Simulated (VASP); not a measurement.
# SiC (Moissanite) (P6_3mc) in VASP: vibrations by perturbation theory with LDA

Aim: the vibrations by perturbation theory of SiC (Moissanite) with LDA.

Everything below comes from runs of VASP 6.6.1. Logs are shortened: lines on timing, memory, paths and dates and some standing lists are left out, and cuts for length are marked.

## Step 1: The cell of the first run

The structure is hexagonal, space group P6_3mc (No. 186). The conventional cell has a = 3.056 Å, b = 3.056 Å, c = 5.016 Å, α = 90.00°, β = 90.00°, γ = 120.00°. Si (site symmetry 3m) has 4 C at 1.87 to 1.89 Å within 2.5 Å. Within 2.5 Å of C (site symmetry 3m) lie 4 Si at 1.87 to 1.89 Å.

## Step 2: Vibrations by perturbation theory, LDA

File INCAR:

```
SYSTEM = SiC
PREC = Accurate
ENCUT = 520
EDIFF = 1E-8
ISMEAR = 0
SIGMA = 0.01
LREAL = .FALSE.
LASPH = .TRUE.
NELM = 60
ALGO = Normal
ISIF = 2
LWAVE = .FALSE.
LCHARG = .FALSE.
NBANDS = 16
IBRION = 8
NSW = 1
LEPSILON = .TRUE.
```

File KPOINTS:

```
Automatic mesh
0
G
  12 12 6
  0 0 0
```

File POSCAR:

```
SiC
1.0
    3.0564140023      0.0000000000      0.0000000000
   -1.5282070012      2.6469321705      0.0000000000
    0.0000000000      0.0000000000      5.0158792924
Si C
2 2
Direct
    0.3333333333      0.6666666667      0.0045902609
    0.6666666667      0.3333333333      0.5045902609
    0.3333333333      0.6666666667      0.3804097391
    0.6666666667      0.3333333333      0.8804097391
```

Potentials or basis: VASP PAW LDA potentials, release 64 (Si, C).

Started as:

```console
$ cat potpaw_LDA.64/Si/POTCAR potpaw_LDA.64/C/POTCAR > POTCAR
$ mpirun -np 1 vasp_std > vasp.out
```

OUTCAR:

```text
SYSTEM = SiC
   PREC = Accurate
   ENCUT = 520
   EDIFF = 1E-8
   ISMEAR = 0
   LREAL = .FALSE.
   LASPH = .TRUE.
   NELM = 60
   ISIF = 2
   IBRION = 8
   NSW = 1
   LEPSILON = .TRUE.

 ion  position               nearest neighbor table
   1  0.333  0.667  0.005-   4 1.87   4 1.87   4 1.87   3 1.89   2 3.07   2 3.07   2 3.07   2 3.07
                             2 3.07   2 3.07
   2  0.667  0.333  0.505-   3 1.87   3 1.87   3 1.87   4 1.89   1 3.07   1 3.07   1 3.07   1 3.07
                             1 3.07   1 3.07
   3  0.333  0.667  0.380-   2 1.87   2 1.87   2 1.87   1 1.89
   4  0.667  0.333  0.880-   1 1.87   1 1.87   1 1.87   2 1.89

  LATTYP: Found a hexagonal cell.
 ALAT       =     3.0564140023
 C/A-ratio  =     1.6410994350

  Lattice vectors:

 A1 = (   3.0564140023,   0.0000000000,   0.0000000000)
 A2 = (  -1.5282070012,   2.6469321705,   0.0000000000)
 A3 = (   0.0000000000,   0.0000000000,   5.0158792924)

Analysis of symmetry for initial positions (statically):
=====================================================================
 Subroutine PRICEL returns:
 Original cell was already a primitive cell.

 Routine SETGRP: Setting up the symmetry group for a
 hexagonal supercell.

 Subroutine GETGRP returns: Found 12 space group operations
 (whereof  6 operations were pure point group operations)
 out of a pool of 24 trial point group operations.

The static configuration has the point symmetry C_3v.
 The point group associated with its full space group is C_6v.

Analysis of symmetry for dynamics (positions and initial velocities):
=====================================================================
 Subroutine PRICEL returns:
 Original cell was already a primitive cell.

 Routine SETGRP: Setting up the symmetry group for a
 hexagonal supercell.

 Subroutine GETGRP returns: Found 12 space group operations
 (whereof  6 operations were pure point group operations)
 out of a pool of 24 trial point group operations.

The dynamic configuration has the point symmetry C_3v.
 The point group associated with its full space group is C_6v.

 Subroutine INISYM returns: Found 12 space group operations
 (whereof  6 operations are pure point group operations),
 and found     1 'primitive' translations

----------------------------------------------------------------------------------------

                                     Primitive cell

  volume of cell :      40.5791

  direct lattice vectors                    reciprocal lattice vectors
     3.056414002  0.000000000  0.000000000     0.327180807  0.188897927  0.000000000
    -1.528207001  2.646932170  0.000000000     0.000000000  0.377795854  0.000000000
     0.000000000  0.000000000  5.015879292     0.000000000  0.000000000  0.199366839

  length of vectors
     3.056414002  3.056414002  5.015879292     0.377795854  0.377795854  0.199366839

  position of ions in fractional coordinates (direct lattice)
     0.333333333  0.666666667  0.004590261
     0.666666667  0.333333333  0.504590261
     0.333333333  0.666666667  0.380409739
     0.666666667  0.333333333  0.880409739

  ion indices of the primitive-cell ions
   primitive index   ion index
                 1           1
[... 650 lines left out ...]

[... ionic steps 4 to 9 ...]

--------------------------------------- Ionic step       10  -------------------------------------------

------------------------ aborting loop because EDIFF is reached ----------------------------------------

[... ionic steps 11 to 11 ...]

--------------------------------------- Ionic step       12  -------------------------------------------

 Free energy of the ion-electron system (eV)
  ---------------------------------------------------
  ---------------------------------------------------
  free energy    TOTEN  =        -0.13527171 eV

  energy without entropy =       -0.13527171

------------------------ aborting loop because EDIFF is reached ----------------------------------------

 INTERNAL STRAIN TENSOR  FOR ION    3  DIRECTION 3   (eV/Angst):
 -----------------------------------------------------------------------------
     5.33937 -0.00000  0.00000
    -0.00000  5.33937  0.00000
     0.00000  0.00000-10.13473

 MACROSCOPIC STATIC DIELECTRIC TENSOR (including local field effects in DFT)
 ------------------------------------------------------
           6.904241    -0.000000    -0.000000
          -0.000000     6.904241     0.000000
           0.000000     0.000000     7.258710
 ------------------------------------------------------

 PIEZOELECTRIC TENSOR (including local field effects)  for field in x, y, z        (e  Angst)
          XX          YY          ZZ          XY          YZ          ZX
  --------------------------------------------------------------------------------
  x     0.00000     0.00000     0.00000     0.00000    -0.00000     1.50994
  y    -0.00000     0.00000    -0.00000     0.00000     1.50994    -0.00000
  z     1.19151     1.19151    -2.04551    -0.00000     0.00000     0.00000

 PIEZOELECTRIC TENSOR (including local field effects)  for field in x, y, z        (C/m^2)
          XX          YY          ZZ          XY          YZ          ZX
  --------------------------------------------------------------------------------
  x     0.00000     0.00000     0.00000     0.00000    -0.00000     0.59617
  y    -0.00000     0.00000    -0.00000     0.00000     0.59617    -0.00000
  z     0.47044     0.47044    -0.80763    -0.00000     0.00000     0.00000

 BORN EFFECTIVE CHARGES (including local field effects) (in |e|, cummulative output)
 ---------------------------------------------------------------------------------
 ion    1
    1     2.67680    -0.00000    -0.00000
    2    -0.00000     2.67680    -0.00000
    3     0.00000     0.00000     2.87667
 ion    2
    1     2.67680    -0.00000     0.00000
    2    -0.00000     2.67680     0.00000
    3    -0.00000     0.00000     2.87667
 ion    3
    1    -2.67680     0.00000     0.00000
    2     0.00000    -2.67680     0.00000
    3    -0.00000     0.00000    -2.87667
 ion    4
    1    -2.67680     0.00000    -0.00000
    2     0.00000    -2.67680     0.00000
    3     0.00000    -0.00000    -2.87667

 INTERNAL STRAIN TENSOR FOR ION    4 for displacements in x,y,z  (eV/Angst):
          X           Y           Z          XY          YZ          ZX
  --------------------------------------------------------------------------------
  x    -0.00000     0.00000    -0.00000     9.88652    -0.00000     5.99571
  y     9.88652    -9.88652     0.00000     0.00000     6.17154    -0.00000
  z     5.33937     5.33937   -10.13473    -0.00000     0.00000    -0.00000

 SECOND DERIVATIVES (NOT SYMMETRIZED)
 ------------------------------------
               1X          1Y          1Z          2X          2Y          2Z          3X          3Y          3Z          4X          4Y          4Z
  1X   -20.507629    0.000000    0.000000    0.632453   -0.000000    0.000000    2.143600   -0.000000    0.000000   17.731575   -0.000000   -0.000000
  1Y     0.000000  -20.507629    0.000000   -0.000000    0.632453    0.000000   -0.000000    2.143600    0.000000   -0.000000   17.731575    0.000000
  1Z     0.000000   -0.000000  -27.720485    0.000000   -0.000000    9.317129   -0.000000    0.000000    9.114293   -0.000000    0.000000    9.289064
  2X     0.632453   -0.000000    0.000000  -20.507629    0.000000    0.000000   17.731575   -0.000000    0.000000    2.143600   -0.000000   -0.000000
  2Y    -0.000000    0.632453   -0.000000    0.000000  -20.507629    0.000000   -0.000000   17.731575   -0.000000   -0.000000    2.143600    0.000000
  2Z    -0.000000    0.000000    9.317129   -0.000000    0.000000  -27.720485    0.000000   -0.000000    9.289064    0.000000    0.000000    9.114293
  3X     2.143359   -0.000000   -0.000000   17.732486   -0.000000    0.000000  -19.917608    0.000000    0.000000    0.041762   -0.000000   -0.000000
  3Y    -0.000000    2.143359    0.000000   -0.000000   17.732486    0.000000    0.000000  -19.917608   -0.000000   -0.000000    0.041762   -0.000000
  3Z     0.000000   -0.000000    9.064218    0.000000   -0.000000    9.337047   -0.000000    0.000000  -24.860225   -0.000000    0.000000    6.458960
  4X    17.732486   -0.000000    0.000000    2.143359   -0.000000    0.000000    0.041762   -0.000000    0.000000  -19.917608    0.000000    0.000000
  4Y    -0.000000   17.732486   -0.000000   -0.000000    2.143359   -0.000000   -0.000000    0.041762    0.000000    0.000000  -19.917608    0.000000
  4Z    -0.000000    0.000000    9.337047    0.000000    0.000000    9.064218    0.000000   -0.000000    6.458960    0.000000   -0.000000  -24.860225

 Eigenvectors and eigenvalues of the dynamical matrix
 ----------------------------------------------------

   1 f  =   25.245034 THz   158.619226 2PiTHz  842.083687 cm-1   104.405024 meV
             X         Y         Z           dx          dy          dz
     -0.000000  1.764621  0.023024    -0.000000   -0.000000   -0.006685
      1.528207  0.882311  2.530964    -0.000000   -0.000000    0.006685
     -0.000000  1.764621  1.908089     0.000000    0.000000   -0.707075
      1.528207  0.882311  4.416029     0.000000    0.000000    0.707075
[... 71 lines left out ...]
  12 f/i=    0.000602 THz     0.003781 2PiTHz    0.020075 cm-1     0.002489 meV
             X         Y         Z           dx          dy          dz
     -0.000000  1.764621  0.023024     0.000000   -0.000000   -0.591785
      1.528207  0.882311  2.530964     0.000000   -0.000000   -0.591785
     -0.000000  1.764621  1.908089     0.000000   -0.000000   -0.387027
      1.528207  0.882311  4.416029     0.000000   -0.000000   -0.387027

--------------------------------------------------------------------------------------------------------

 MACROSCOPIC STATIC DIELECTRIC TENSOR IONIC CONTRIBUTION
 ------------------------------------------------------
           3.215193    -0.000000     0.000000
          -0.000000     3.215193    -0.000000
           0.000000    -0.000000     4.010533
 ------------------------------------------------------

 ELASTIC MODULI CONTR FROM IONIC RELAXATION (kBar)
 Direction    XX          YY          ZZ          XY          YZ          ZX
 --------------------------------------------------------------------------------
 XX        -509.2589    264.2795    232.5608      0.0000      0.0000     -0.0000
 YY         264.2795   -509.2589    232.5608      0.0000     -0.0000      0.0000
 ZZ         232.5608    232.5608   -441.5437     -0.0000     -0.0000      0.0000
 XY           0.0000      0.0000     -0.0000   -386.7692     -0.0000      0.0000
 YZ           0.0000     -0.0000     -0.0000     -0.0000   -132.3132      0.0000
 ZX          -0.0000      0.0000      0.0000      0.0000      0.0000   -141.7176
 --------------------------------------------------------------------------------

 PIEZOELECTRIC TENSOR IONIC CONTR  for field in x, y, z        (C/m^2)
          XX          YY          ZZ          XY          YZ          ZX
  --------------------------------------------------------------------------------
  x    -0.00000     0.00000     0.00000     0.00000     0.00000    -0.63517
  y     0.00000    -0.00000    -0.00000    -0.00000    -0.61373     0.00000
  z    -0.65951    -0.65951     1.25216     0.00000     0.00000    -0.00000
```

Run time: 18 min. Hardware: 1 thread of AMD EPYC 7R13 (Zen 3), shared host; peak memory 0.61 GiB.

What came out:

- Electronic dielectric tensor (diagonal): 6.90, 6.90, 7.26
- Born charges (mean of the diagonal): Si +2.74; C -2.74 e
- Highest phonon frequency at Γ, LO-TO splitting left out: 842 cm⁻¹

Phonon frequencies in cm⁻¹ (negative: imaginary):
```csv
q point,frequencies
"(0.000, 0.000, 0.000)",0 0 0 258 258 599 768 768 771 802 802 842
```

Electronic dielectric tensor:
```
6.90 0.00 0.00
0.00 6.90 0.00
0.00 0.00 7.26
```

Born effective charge tensors (e):
atom 1, Si
```
2.68 0.00 0.00
0.00 2.68 0.00
0.00 0.00 2.88
```
atom 2, Si
```
2.68 0.00 0.00
0.00 2.68 0.00
0.00 0.00 2.88
```
atom 3, C
```
-2.68  0.00  0.00
 0.00 -2.68  0.00
 0.00  0.00 -2.88
```
atom 4, C
```
-2.68  0.00  0.00
 0.00 -2.68  0.00
 0.00  0.00 -2.88
```
